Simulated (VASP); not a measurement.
# C (P1) in VASP: single point with PBE+D3(BJ)

Aim: the single point of C with PBE+D3(BJ).

All numbers are computed with VASP 6.6.1; they aren't measurements. Logs are shortened: lines on timing, memory, paths and dates and some standing lists are left out, and cuts for length are marked.

## (1) The cell of the first run

The typed cell holds 4 atoms: a = 2.465 Å, b = 3.615 Å, c = 4.270 Å, α = 72.82°, β = 89.97°, γ = 80.18°.

## (2) Single point, PBE+D3(BJ) (atoms displaced along a vibrational mode)

INCAR

```
SYSTEM = C
PREC     = Accurate       ! precision mode
ENCUT    = 520            ! plane-wave cutoff, eV
EDIFF    = 1E-6           ! SCF threshold, eV
ISMEAR   = 0              ! smearing method
SIGMA    = 0.03           ! smearing width, eV
LREAL    = .FALSE.        ! projectors in reciprocal space
LASPH    = .TRUE.         ! aspherical terms in the spheres
NELM     = 80             ! most SCF steps
ALGO     = Normal         ! electronic algorithm
ISIF     = 2              ! what is computed and relaxed
LWAVE    = .FALSE.        ! write WAVECAR
LCHARG   = .FALSE.        ! write CHGCAR
GGA      = PE             ! functional
IVDW     = 12             ! dispersion correction
NBANDS   = 16             ! bands
```

KPOINTS

```
Automatic mesh
0
G
  14 10 8
  0 0 0
```

POSCAR

```
C
1.0
   -1.2327815062      2.1341012746      0.0000000000
   -1.2327815062      0.0000000000     -3.3978816559
   -3.6983445185     -2.1341012746      0.0000000000
C
4
Direct
    0.2383265905      0.0473234860      0.9048669741
    0.7617632093     -0.0473234860      0.4284364259
    0.2482434198      0.0068277630      0.5816693357
    0.7516667804     -0.0068277630      0.0850272643
```

Potentials or basis: VASP PAW PBE potentials, release 64 (C).

Launch:

```sh
$ cat potpaw_PBE.64/C/POTCAR > POTCAR
$ mpirun -np 1 vasp_std > vasp.out
```

OUTCAR:

```text
SYSTEM = C
   PREC = Accurate
   ENCUT = 520
   EDIFF = 1E-6
   ISMEAR = 0
   LREAL = .FALSE.
   LASPH = .TRUE.
   NELM = 80
   ISIF = 2
   GGA = PE
   IVDW = 12
 IVDW          = 12

 ion  position               nearest neighbor table
   1  0.238  0.047  0.905-   3 1.43   4 1.43   4 1.43
   2  0.762  0.953  0.428-   4 1.43   3 1.43   3 1.44
   3  0.248  0.007  0.582-   1 1.43   2 1.43   2 1.44
   4  0.752  0.993  0.085-   2 1.43   1 1.43   1 1.43

  LATTYP: Found a triclinic cell.
 ALAT       =     3.6146023280
 B/A-ratio  =     1.1812948338
 C/A-ratio  =     0.6818389724
 COS(alpha) =     0.0004620578
 COS(beta)  =     0.1705961997
 COS(gamma) =     0.2954024707

  Lattice vectors:

 A1 = (  -1.2327815062,   0.0000000000,  -3.3978816559)
 A2 = (  -3.6983445185,  -2.1341012746,   0.0000000000)
 A3 = (  -1.2327815062,   2.1341012746,   0.0000000000)

Analysis of symmetry for initial positions (statically):
=====================================================================
 Subroutine PRICEL returns:
 Original cell was already a primitive cell.

 Routine SETGRP: Setting up the symmetry group for a
 triclinic supercell.

 Subroutine GETGRP returns: Found  1 space group operations
 (whereof  1 operations were pure point group operations)
 out of a pool of  2 trial point group operations.

The static configuration has the point symmetry C_1 .

Analysis of symmetry for dynamics (positions and initial velocities):
=====================================================================
 Subroutine PRICEL returns:
 Original cell was already a primitive cell.

 Routine SETGRP: Setting up the symmetry group for a
 triclinic supercell.

 Subroutine GETGRP returns: Found  1 space group operations
 (whereof  1 operations were pure point group operations)
 out of a pool of  2 trial point group operations.

The dynamic configuration has the point symmetry C_1 .

 Subroutine INISYM returns: Found  1 space group operations
 (whereof  1 operations are pure point group operations),
 and found     1 'primitive' translations

----------------------------------------------------------------------------------------

                                     Primitive cell

  volume of cell :      35.7577

  direct lattice vectors                    reciprocal lattice vectors
    -1.232781506  2.134101275  0.000000000    -0.202793438  0.351435993  0.073575252
    -1.232781506  0.000000000 -3.397881656     0.000000000  0.000000000 -0.294301009
    -3.698344518 -2.134101275  0.000000000    -0.202793438 -0.117145331  0.073575252

  length of vectors
     2.464576737  3.614602328  4.269911056     0.412366043  0.294301009  0.245482229

  position of ions in fractional coordinates (direct lattice)
     0.238326591  0.047323486  0.904866974
     0.761763209  0.952676514  0.428436426
     0.248243420  0.006827763  0.581669336
     0.751666780  0.993172237  0.085027264

  ion indices of the primitive-cell ions
   primitive index   ion index
                 1           1
                 2           2
                 3           3
                 4           4

----------------------------------------------------------------------------------------

 KPOINTS: Automatic mesh

Automatic generation of k-mesh.
 Grid dimensions read from file:
 generate k-points for:   14   10    8

 Generating k-lattice:

  Cartesian coordinates                     Fractional coordinates (reciprocal lattice)
    -0.014485246  0.025102571  0.005255375     0.071428571  0.000000000  0.000000000
     0.000000000  0.000000000 -0.029430101     0.000000000  0.100000000  0.000000000
    -0.025349180 -0.014643166  0.009196907     0.000000000  0.000000000  0.125000000

  Length of vectors
     0.029454717  0.029430101  0.030685279

  Shift w.r.t. Gamma in fractional coordinates (k-lattice)
     0.000000000  0.000000000  0.000000000

 Subroutine IBZKPT returns following result:
 ===========================================

 Found    564 irreducible k-points:

 Following reciprocal coordinates:
            Coordinates               Weight
  0.000000  0.000000  0.000000      1.000000
  0.071429 -0.000000  0.000000      2.000000
  0.142857 -0.000000  0.000000      2.000000
  0.214286 -0.000000 -0.000000      2.000000
  0.285714 -0.000000 -0.000000      2.000000
  0.357143 -0.000000 -0.000000      2.000000
[... 16 lines left out ...]
  0.000000  0.200000  0.000000      2.000000
  0.071429  0.200000  0.000000      2.000000
 [... further k-points ...]
   k-points           NKPTS =    564   k-points in BZ     NKDIM =    564   number of bands    NBANDS=     16
   number of dos      NEDOS =    301   number of ions     NIONS =      4
   total plane-waves  NPLWV =  16128
   dimension x,y,z NGX =    18 NGY =   28 NGZ =   32
   dimension x,y,z NGXF=    36 NGYF=   56 NGZF=   64
   ions per type =               4
   NGX,Y,Z   is equivalent  to a cutoff of  12.14, 12.88, 12.46 a.u.
   NGXF,Y,Z  is equivalent  to a cutoff of  24.28, 25.76, 24.92 a.u.
 SYSTEM =  C
   PREC   = accura    normal or accurate (medium, high low for compatibility)
   ISTART =      0    job   : 0-new  1-cont  2-samecut
   ICHARG =      2    charge: 1-file 2-atom 10-const
   ISPIN  =      1    spin polarized calculation?
   LNONCOLLINEAR =      F non collinear calculations
   LSORBIT =      F    spin-orbit coupling
   LASPH  =      T    aspherical Exc in radial PAW
   ENCUT  =  520.0 eV  38.22 Ry    6.18 a.u.   4.58  6.72  7.94*2*pi/ulx,y,z
   NELM   =     80;   NELMIN=  2; NELMDL= -5     # of ELM steps
   EDIFF  = 0.1E-05   stopping-criterion for ELM
   LREAL  =      F    real-space projection
   EDIFFG = 0.1E-04   stopping-criterion for IOM
   NSW    =      0    number of steps for IOM
   IBRION =     -1    ionic relax: 0-MD 1-quasi-New 2-CG
   NFREE  =      0    steps in history (QN), initial steepest desc. (CG)
   ISIF   =      2    stress and relaxation
   ISYM   =      2    0-nonsym 1-usesym 2-fastsym
   POTIM  = 0.5000    time-step for ionic-motion
   TEBEG  =    0.0;   TEEND  =   0.0 temperature during run
   PSTRESS=    0.0 pullay stress
   NELECT =      16.0000    total number of electrons
   NUPDOWN=      -1.0000    fix difference up-down
   EMIN   =  10.00;   EMAX   =-10.00  energy-range for DOS
   EFERMI =   0.00;   METHOD = LEGACY
   ISMEAR =     0;   SIGMA  =   0.03  broadening in eV -4-tet -1-fermi 0-gaus
   EFERMI_NEDOS =   21; number of points for ismear=-14 and -15
   IALGO  =     38    algorithm
   IMIX   =      4    mixing-type and parameters
     AMIX     =   0.40;   BMIX     =  1.00
     AMIX_MAG =   1.60;   BMIX_MAG =  1.00
  volume/ion in A,a.u.               =       8.94        60.33
  Fermi-wavevector in a.u.,A,eV,Ry     =   1.252156  2.366231 21.332495  1.567894
  Thomas-Fermi vector in A             =   2.386069
   LORBIT       =      0    0 simple, 1 ext, 2 COOP (PROOUT), +10 PAW based schemes
   GGA     = PE    functional components
   LHFCALC =     F    Hartree Fock is set to
   AEXX    =    0.0000 exact exchange contribution
   IVDW    =    12    specifies the selected vdW correction
   LEPSILON=     F    determine dielectric tensor
   LRPA    =     F    only Hartree local field effects (RPA)
 non-spin polarized calculation
 Gauss-broadening in eV      SIGMA  =   0.03
  energy-cutoff  :      520.00
  volume of cell :       35.76
 maximum number of plane-waves:       981
   NGX =  9   NGY = 13   NGZ = 15

 number of electron      16.0000000 magnetization

 Free energy of the ion-electron system (eV)
  ---------------------------------------------------
  ext. energy  EPLUGINS =         0.00000000
  ---------------------------------------------------
  free energy    TOTEN  =       -36.45678820 eV

  energy without entropy =      -36.45678820  energy(sigma->0) =      -36.45678820

 E-fermi :   4.6108     XC(G=0): -10.2768

 val. band max:        4.4409369872   @ k =  -0.3571   0.3000   0.0000
 cond. band min:       4.8307147690   @ k =   0.3571   0.1000  -0.0000
 fundamental gap:      0.3897777818
 Fermi energy:         4.6108413522

 k-point     1 :       0.0000    0.0000    0.0000
  band No.  band energies     occupation
      1     -14.9800      2.00000
      2      -9.5916      2.00000
      3      -8.5437      2.00000
      4      -1.8905      2.00000
      5      -1.5415      2.00000
      6       1.0694      2.00000
[... 8 lines left out ...]
     15      16.9770      0.00000
     16      18.0172      0.00000

 k-point     2 :       0.0714   -0.0000    0.0000
  band No.  band energies     occupation
      1     -14.8873      2.00000
      2      -9.5131      2.00000
      3      -8.4679      2.00000
      4      -1.9591      2.00000
      5      -1.7833      2.00000
      6       0.9620      2.00000
[... 8 lines left out ...]
     15      17.1117      0.00000
     16      17.8178      0.00000

 k-point     3 :       0.1429   -0.0000    0.0000
  band No.  band energies     occupation
      1     -14.6100      2.00000
      2      -9.2776      2.00000
      3      -8.2489      2.00000
      4      -2.9879      2.00000
      5      -1.5072      2.00000
      6       0.4980      2.00000
[... 8 lines left out ...]
     15      17.0227      0.00000
     16      17.8495      0.00000

 k-point     4 :       0.2143   -0.0000   -0.0000
  band No.  band energies     occupation
      1     -14.1498      2.00000
      2      -8.8858      2.00000
      3      -7.9278      2.00000
      4      -4.3034      2.00000
      5      -1.0403      2.00000
      6      -0.7487      2.00000
[... 8 lines left out ...]
     15      16.5940      0.00000
     16      18.6649      0.00000
[... 324 lines left out ...]
 k-point    22 :      -0.0714    0.1000    0.0000
  band No.  band energies     occupation
      1     -14.8529      2.00000
      2      -9.5181      2.00000
      3      -8.4652      2.00000
      4      -2.1091      2.00000
      5      -1.9495      2.00000
      6       0.9477      2.00000
[... 8 lines left out ...]
     15      17.1164      0.00000
     16      17.6000      0.00000

 k-point    23 :       0.0000    0.2000    0.0000
  band No.  band energies     occupation
      1     -14.8851      2.00000
      2      -9.6034      2.00000
      3      -8.5379      2.00000
      4      -2.6637      2.00000
      5      -1.5414      2.00000
      6       1.0316      2.00000
[... 8 lines left out ...]
     15      16.9785      0.00000
     16      17.5046      0.00000

 k-point    24 :       0.0714    0.2000    0.0000
  band No.  band energies     occupation
      1     -14.8084      2.00000
      2      -9.5234      2.00000
      3      -8.4610      2.00000
      4      -2.4550      2.00000
      5      -1.9197      2.00000
      6       0.9333      2.00000
[... 8 lines left out ...]
     15      17.1238      0.00000
     16      17.4247      0.00000

 [... further k-points ...]

------------------------ aborting loop because EDIFF is reached ----------------------------------------

 Edisp (eV)   -0.61927

 E8    (eV) :    -0.1753

  FORCE on cell =-STRESS in cart. coord.  units (eV):
  Direction    XX          YY          ZZ          XY          YZ          ZX
  --------------------------------------------------------------------------------------
  -------------------------------------------------------------------------------------
  Total      -0.76883    -0.53527    -0.70563    -0.25166    -0.01217    -0.05318
  in kB     -34.44854   -23.98342   -31.61682   -11.27604    -0.54511    -2.38287
  external pressure =      -30.02 kB  Pullay stress =        0.00 kB

 VOLUME and BASIS-vectors are now :
 -----------------------------------------------------------------------------
  energy-cutoff  :      520.00
  volume of cell :       35.76
      direct lattice vectors                 reciprocal lattice vectors
    -1.232781506  2.134101275  0.000000000    -0.202793438  0.351435993  0.073575252
    -1.232781506  0.000000000 -3.397881656     0.000000000  0.000000000 -0.294301009
    -3.698344518 -2.134101275  0.000000000    -0.202793438 -0.117145331  0.073575252

 POSITION                                       TOTAL-FORCE (eV/Angst)
 -----------------------------------------------------------------------------------
     -3.69865     -1.42246     -0.16080        -0.185898     -0.123036      2.271961
     -3.69804      0.71135     -3.23708        -0.198245     -0.124259     -2.270081
     -2.46566     -0.71156     -0.02320         0.190319      0.124690      1.008669
     -2.46547      1.42268     -3.37468         0.193825      0.122605     -1.010549
 -----------------------------------------------------------------------------------
    total drift:                               -0.000201     -0.000152     -0.000030

  FREE ENERGIE OF THE ION-ELECTRON SYSTEM (eV)
  ---------------------------------------------------
  free  energy   TOTEN  =       -37.0760595235 eV

  energy  without entropy=      -37.0760595235  energy(sigma->0) =      -37.07605952
```

Run time: 3.2 min. Hardware: 1 thread of Intel Xeon Platinum 8259CL at 2.50GHz (Skylake/Cascade Lake), shared host; peak memory 0.33 GiB.

What came out:

* Free energy: -37.0761 eV
* Pressure: -3.0 GPa
* Largest force: 2.283 eV/Å
* Dispersion energy per atom: -0.155 eV

Forces in eV/Å, atoms in the order of the input:
```
C   -0.186 -0.123  2.272
C   -0.198 -0.124 -2.270
C    0.190  0.125  1.009
C    0.194  0.123 -1.011
```

Caveat: the cell differs from its parent crystal (atoms displaced along a vibrational mode); the cell stands under tension; forces of over 1 eV/Å act on the atoms, so gaps and moduli don't describe the material at rest.
